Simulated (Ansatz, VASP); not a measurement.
# CsO in VASP and in Ansatz

```
Cs O
1.0
    -2.16685    3.21868    3.77883
     2.16685   -3.21868    3.77883
     2.16685    3.21868   -3.77883
Cs O
2 2
Direct
  0.25356 0.25356 0.00000
  0.74644 0.74644 0.00000
  0.57266 0.00000 0.57266
  0.42734 0.00000 0.42734
```

Change from the starting cell: shortest bond scaled by 0.62, PAW files.

Alike in both runs: task single point; functional LDA; k mesh 6 × 6 × 6; occupations fermi-dirac, width 0.03 eV; no spin polarisation.

```csv
,VASP,Ansatz
version,VASP 6.6.1,Ansatz 0.2.0
potentials or method,"VASP PAW LDA potentials, release 64 (Cs_sv, O)","PAW with Ansatz's default frozen-core files, scalar-relativistic"
plane-wave cutoff (eV),520,420
valence electrons in the cell,30,30
```

```tsv
	VASP	Ansatz	Ansatz less VASP
pressure (GPa)	36.7	32.5	-4.24
traceless stress, the component that is largest in VASP (GPa)	72.88	64.72	-8.157
rms of the force components (eV/Å)	32.079	28.411	-3.6676
```

LDA's correlation is that of Perdew and Zunger in VASP and of Perdew and Wang (1992) in Ansatz. Atom by atom the forces differ by 3.668 eV/Å (rms over components). The pressures are high and differ by over a tenth, so treat them with care.

Spin-orbit coupling is off throughout. Noted on VASP's run: the standard files for N, O and F lose accuracy on very short bonds.
